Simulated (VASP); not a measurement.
# Ca3PbN in VASP: single point with RPBE

Aim: the single point of Ca3PbN with RPBE.

All numbers are computed with VASP 6.6.1; they aren't measurements. Logs are shortened: lines on timing, memory, paths and dates and some standing lists are left out, and cuts for length are marked.

## Step 1: The cell of the first run

The cell holds a disordered packing, 5 atoms: a = 5.249 Å, b = 4.654 Å, c = 5.293 Å, α = 92.27°, β = 84.67°, γ = 84.72°.

## Step 2: Single point, RPBE

Contents of POSCAR:

```
Ca3PbN
1.0
    5.2473020000     -0.1136320000      0.0599620000
    0.5263900000      4.6215600000      0.1546030000
    0.4223790000     -0.4353810000      5.2578730000
Pb N Ca
1 1 3
Direct
    0.3203880000      0.9885240000      0.6164470000
    0.0446880000      0.7636460000      0.3437640000
    0.8534880000      0.7614240000      0.9080960000
    0.8108740000      0.2744700000      0.4612930000
    0.3720790000      0.3946200000      0.0741590000
```

Contents of INCAR.step1:

```
PREC = Accurate
ENCUT = 520
EDIFF = 1E-6
ISMEAR = 1
SIGMA = 0.0548
LREAL = False
LASPH = True
NELM = 100
ALGO = Normal
ISIF = 2
LWAVE = False
LCHARG = True
GGA = RP
NBANDS = 32
```

Contents of KPOINTS.step1:

```
Automatic mesh
0
Gamma
  4 4 4
  0.5 0 0.5
```

Contents of INCAR.step2:

```
PREC = Accurate
ENCUT = 520
EDIFF = 1E-6
ISMEAR = -5
SIGMA = 0.0548
LREAL = False
LASPH = True
NELM = 100
ALGO = Normal
ISIF = 2
LWAVE = False
LCHARG = False
GGA = RP
LORBIT = 11
NBANDS = 32
NEDOS = 2001
ICHARG = 11
```

Contents of KPOINTS.step2:

```
regular mesh
0
Gamma
  6 6 6
```

Potentials or basis: VASP PAW PBE potentials, release 64 (Pb_d, N, Ca_sv).

Launch:

```console
cat potpaw_PBE.64/Pb_d/POTCAR potpaw_PBE.64/N/POTCAR potpaw_PBE.64/Ca_sv/POTCAR > POTCAR
cp INCAR.step1 INCAR
cp KPOINTS.step1 KPOINTS
mpirun -np 1 vasp_std > vasp.out
cp INCAR.step2 INCAR
cp KPOINTS.step2 KPOINTS
mpirun -np 1 vasp_std > vasp.out
```

OUTCAR:

```text
PREC = Accurate
   ENCUT = 520
   EDIFF = 1E-6
   ISMEAR = -5
   LREAL = False
   LASPH = True
   NELM = 100
   ISIF = 2
   GGA = RP
   LORBIT = 11
   ICHARG = 11

 ion  position               nearest neighbor table
   1  0.320  0.989  0.616-   2 2.41   5 3.06   4 3.07   3 3.07   4 3.07   3 3.42   5 3.50
   2  0.045  0.764  0.344-   1 2.41
   3  0.853  0.761  0.908-   1 3.07   1 3.42
   4  0.811  0.274  0.461-   1 3.07   1 3.07
   5  0.372  0.395  0.074-   1 3.06   1 3.50

  LATTYP: Found a triclinic cell.
 ALAT       =     6.9079051590
 B/A-ratio  =     0.6737222780
 C/A-ratio  =     1.1280834060
 COS(alpha) =     0.0349990541
 COS(beta)  =     0.5919172119
 COS(gamma) =     0.6433354383

  Lattice vectors:

 A1 = (  -0.9487690000,  -4.1861790000,  -5.4124760000)
 A2 = (  -0.5263900000,  -4.6215600000,  -0.1546030000)
 A3 = (  -5.6696810000,   0.5490130000,  -5.3178350000)

Analysis of symmetry for initial positions (statically):
=====================================================================
 Subroutine PRICEL returns:
 Original cell was already a primitive cell.

 Routine SETGRP: Setting up the symmetry group for a
 triclinic supercell.

 Subroutine GETGRP returns: Found  1 space group operations
 (whereof  1 operations were pure point group operations)
 out of a pool of  2 trial point group operations.

The static configuration has the point symmetry C_1 .

Analysis of symmetry for dynamics (positions and initial velocities):
=====================================================================
 Subroutine PRICEL returns:
 Original cell was already a primitive cell.

 Routine SETGRP: Setting up the symmetry group for a
 triclinic supercell.

 Subroutine GETGRP returns: Found  1 space group operations
 (whereof  1 operations were pure point group operations)
 out of a pool of  2 trial point group operations.

The dynamic configuration has the point symmetry C_1 .

 Subroutine INISYM returns: Found  1 space group operations
 (whereof  1 operations are pure point group operations),
 and found     1 'primitive' translations

----------------------------------------------------------------------------------------

                                     Primitive cell

  volume of cell :     128.0367

  direct lattice vectors                    reciprocal lattice vectors
     5.247302000 -0.113632000  0.059962000     0.190311736 -0.021106376 -0.017035975
     0.526390000  4.621560000  0.154603000     0.004462442  0.215284529  0.017468271
     0.422379000 -0.435381000  5.257873000    -0.002301573 -0.006089545  0.189871620

  length of vectors
     5.248874732  4.654009600  5.292748730     0.192234909  0.216038150  0.189983188

  position of ions in fractional coordinates (direct lattice)
     0.320388000  0.988524000  0.616447000
     0.044688000  0.763646000  0.343764000
     0.853488000  0.761424000  0.908096000
     0.810874000  0.274470000  0.461293000
     0.372079000  0.394620000  0.074159000

  ion indices of the primitive-cell ions
   primitive index   ion index
                 1           1
                 2           2
                 3           3
                 4           4
                 5           5

----------------------------------------------------------------------------------------

 KPOINTS: regular mesh

Automatic generation of k-mesh.
 Grid dimensions read from file:
 generate k-points for:    6    6    6

 Generating k-lattice:

  Cartesian coordinates                     Fractional coordinates (reciprocal lattice)
     0.031718623 -0.003517729 -0.002839329     0.166666667  0.000000000 -0.000000000
     0.000743740  0.035880755  0.002911379    -0.000000000  0.166666667 -0.000000000
    -0.000383596 -0.001014924  0.031645270     0.000000000  0.000000000  0.166666667

  Length of vectors
     0.032039152  0.036006358  0.031663865

  Shift w.r.t. Gamma in fractional coordinates (k-lattice)
     0.000000000  0.000000000  0.000000000

 TETIRR: Found    648 inequivalent tetrahedra from     1296

 Subroutine IBZKPT returns following result:
 ===========================================

 Found    112 irreducible k-points:

 Following reciprocal coordinates:
            Coordinates               Weight
  0.000000  0.000000  0.000000      1.000000
  0.166667  0.000000  0.000000      2.000000
  0.333333 -0.000000 -0.000000      2.000000
  0.500000  0.000000  0.000000      1.000000
  0.000000  0.166667  0.000000      2.000000
  0.166667  0.166667  0.000000      2.000000
[... 16 lines left out ...]
  0.333333 -0.000000  0.166667      2.000000
  0.500000  0.000000  0.166667      2.000000
 [... further k-points ...]
   k-points           NKPTS =    112   k-points in BZ     NKDIM =    112   number of bands    NBANDS=     32
   number of dos      NEDOS =   2001   number of ions     NIONS =      5
   total plane-waves  NPLWV =  57600
   dimension x,y,z NGX =    40 NGY =   36 NGZ =   40
   dimension x,y,z NGXF=    80 NGYF=   72 NGZF=   80
   ions per type =               1   1   3
   NGX,Y,Z   is equivalent  to a cutoff of  12.67, 12.86, 12.56 a.u.
   NGXF,Y,Z  is equivalent  to a cutoff of  25.34, 25.72, 25.13 a.u.
 SYSTEM =  unknown system
   PREC   = accura    normal or accurate (medium, high low for compatibility)
   ISTART =      0    job   : 0-new  1-cont  2-samecut
   ICHARG =     11    charge: 1-file 2-atom 10-const
   ISPIN  =      1    spin polarized calculation?
   LNONCOLLINEAR =      F non collinear calculations
   LSORBIT =      F    spin-orbit coupling
   LASPH  =      T    aspherical Exc in radial PAW
   ENCUT  =  520.0 eV  38.22 Ry    6.18 a.u.   9.76  8.65  9.84*2*pi/ulx,y,z
   NELM   =    100;   NELMIN=  2; NELMDL=  0     # of ELM steps
   EDIFF  = 0.1E-05   stopping-criterion for ELM
   LREAL  =      F    real-space projection
   EDIFFG = 0.1E-04   stopping-criterion for IOM
   NSW    =      0    number of steps for IOM
   IBRION =     -1    ionic relax: 0-MD 1-quasi-New 2-CG
   NFREE  =      0    steps in history (QN), initial steepest desc. (CG)
   ISIF   =      2    stress and relaxation
   ISYM   =      2    0-nonsym 1-usesym 2-fastsym
   POTIM  = 0.5000    time-step for ionic-motion
   TEBEG  =    0.0;   TEEND  =   0.0 temperature during run
   PSTRESS=    0.0 pullay stress
   NELECT =      49.0000    total number of electrons
   NUPDOWN=      -1.0000    fix difference up-down
   EMIN   =  10.00;   EMAX   =-10.00  energy-range for DOS
   EFERMI =   0.00;   METHOD = LEGACY
   ISMEAR =    -5;   SIGMA  =   0.05  broadening in eV -4-tet -1-fermi 0-gaus
   EFERMI_NEDOS =   21; number of points for ismear=-14 and -15
   IALGO  =     38    algorithm
   IMIX   =      4    mixing-type and parameters
     AMIX     =   0.40;   BMIX     =  1.00
     AMIX_MAG =   1.60;   BMIX_MAG =  1.00
  volume/ion in A,a.u.               =      25.61       172.81
  Fermi-wavevector in a.u.,A,eV,Ry     =   1.188581  2.246092 19.221280  1.412724
  Thomas-Fermi vector in A             =   2.324707
   LORBIT       =     11    0 simple, 1 ext, 2 COOP (PROOUT), +10 PAW based schemes
   GGA     = RP    functional components
   LHFCALC =     F    Hartree Fock is set to
   AEXX    =    0.0000 exact exchange contribution
   IVDW    =     0    specifies the selected vdW correction
   LEPSILON=     F    determine dielectric tensor
   LRPA    =     F    only Hartree local field effects (RPA)
 non-spin polarized calculation
 Fermi weights with tetrahedron method with Bloechl corrections
  energy-cutoff  :      520.00
  volume of cell :      128.04
 maximum number of plane-waves:      3471

 number of electron      49.0000004 magnetization

 Free energy of the ion-electron system (eV)
  ---------------------------------------------------
  ext. energy  EPLUGINS =         0.00000000
  ---------------------------------------------------
  free energy    TOTEN  =       -16.20551920 eV

  energy without entropy =      -16.20551920  energy(sigma->0) =      -16.20551920

 E-fermi :   4.3001     XC(G=0):  -9.0966

 val. band max:        4.3446748020   @ k =   0.1667   0.3333   0.5000
 cond. band min:       4.2792883465   @ k =   0.3333   0.1667   0.5000
 fundamental gap:     -0.0653864554
 Fermi energy:         4.3000937835

 k-point     1 :       0.0000    0.0000    0.0000
  band No.  band energies     occupation
      1     -37.2789      2.00000
      2     -37.1729      2.00000
      3     -36.8686      2.00000
      4     -18.4431      2.00000
      5     -18.3183      2.00000
      6     -18.2305      2.00000
[... 24 lines left out ...]
     31       6.8736      0.00000
     32       7.6666      0.00000

 k-point     2 :       0.1667    0.0000    0.0000
  band No.  band energies     occupation
      1     -37.2773      2.00000
      2     -37.1743      2.00000
      3     -36.8687      2.00000
      4     -18.4381      2.00000
      5     -18.3238      2.00000
      6     -18.2291      2.00000
[... 24 lines left out ...]
     31       7.0101      0.00000
     32       7.7254      0.00000

 k-point     3 :       0.3333   -0.0000   -0.0000
  band No.  band energies     occupation
      1     -37.2740      2.00000
      2     -37.1774      2.00000
      3     -36.8689      2.00000
      4     -18.4253      2.00000
      5     -18.3366      2.00000
      6     -18.2312      2.00000
[... 24 lines left out ...]
     31       7.1196      0.00000
     32       7.3961      0.00000

 k-point     4 :       0.5000    0.0000    0.0000
  band No.  band energies     occupation
      1     -37.2723      2.00000
      2     -37.1790      2.00000
      3     -36.8690      2.00000
      4     -18.4166      2.00000
      5     -18.3449      2.00000
      6     -18.2341      2.00000
[... 654 lines left out ...]
     31       6.9818      0.00000
     32       7.5598      0.00000

 k-point    23 :       0.3333   -0.0000    0.1667
  band No.  band energies     occupation
      1     -37.2739      2.00000
      2     -37.1772      2.00000
      3     -36.8691      2.00000
      4     -18.4240      2.00000
      5     -18.3389      2.00000
      6     -18.2306      2.00000
[... 24 lines left out ...]
     31       7.1825      0.00000
     32       7.3143      0.00000

 k-point    24 :       0.5000    0.0000    0.1667
  band No.  band energies     occupation
      1     -37.2722      2.00000
      2     -37.1787      2.00000
      3     -36.8693      2.00000
      4     -18.4161      2.00000
      5     -18.3481      2.00000
      6     -18.2266      2.00000
[... 24 lines left out ...]
     31       6.9910      0.00000
     32       7.3721      0.00000

 [... further k-points ...]
[... 5 lines left out ...]
  --------------------------------------------------------------------------------------
  -------------------------------------------------------------------------------------
  Total        7.3351290     -0.9899239     -0.2607697      0.3191625     -2.4646113      0.3276953
  in kB       91.7875681    -12.3873361     -3.2631208      3.9938148    -30.8407225      4.1005894
  external PRESSURE =      25.3790371 kB  Pullay stress =       0.0000000 kB

 VOLUME and BASIS-vectors are now :
 -----------------------------------------------------------------------------
  energy-cutoff  :      520.00
  volume of cell :      128.04
      direct lattice vectors                 reciprocal lattice vectors
     5.247302000 -0.113632000  0.059962000     0.190311736 -0.021106376 -0.017035975
     0.526390000  4.621560000  0.154603000     0.004462442  0.215284529  0.017468271
     0.422379000 -0.435381000  5.257873000    -0.002301573 -0.006089545  0.189871620

 POSITION                                       TOTAL-FORCE (eV/Angst)
 -----------------------------------------------------------------------------------
      2.46190      4.26373      3.41324         0.190761     -0.883244     -0.780743
      0.78167      3.37449      1.92821        -0.603128     -0.177556     -0.252394
      5.26288      3.02662      4.94355         0.898851      0.630800      0.745477
      4.59422      0.97550      2.51648         1.050824     -0.008499     -0.648301
      2.19146      1.74919      0.47324        -1.537309      0.438499      0.935961
 -----------------------------------------------------------------------------------
    total drift:                               -0.000924     -0.007042      0.000645

  FREE ENERGIE OF THE ION-ELECTRON SYSTEM (eV)
  ---------------------------------------------------
  free  energy   TOTEN  =       -16.2055191972 eV

  energy  without entropy=      -16.2055191972  energy(sigma->0) =      -16.20551920

 total charge

# of ion       s       p       d       tot
------------------------------------------
    1        1.291   1.050   9.793  12.134
    2        1.279   2.214   0.000   3.494
    3        2.065   5.846   0.261   8.171
    4        2.064   5.850   0.276   8.190
    5        2.068   5.844   0.259   8.170
--------------------------------------------------
tot          8.767  20.804  10.588  40.159
```

Run time: 9.9 min. Hardware: 1 thread of Intel Xeon 8259CL, shared host; peak memory 0.53 GiB.

What came out:

```yaml
Valence_electrons_inside_the_program's_atomic_spheres: Pb 12.13; N 3.49; Ca 8.17, 8.19 (each value once)
```

Caveat: the PAW data sets were made with another functional, which shifts forces and pressure a little; spin-orbit coupling is left out, which moves the levels of the heavy elements; tetrahedron occupations give inexact forces and stress in metals.
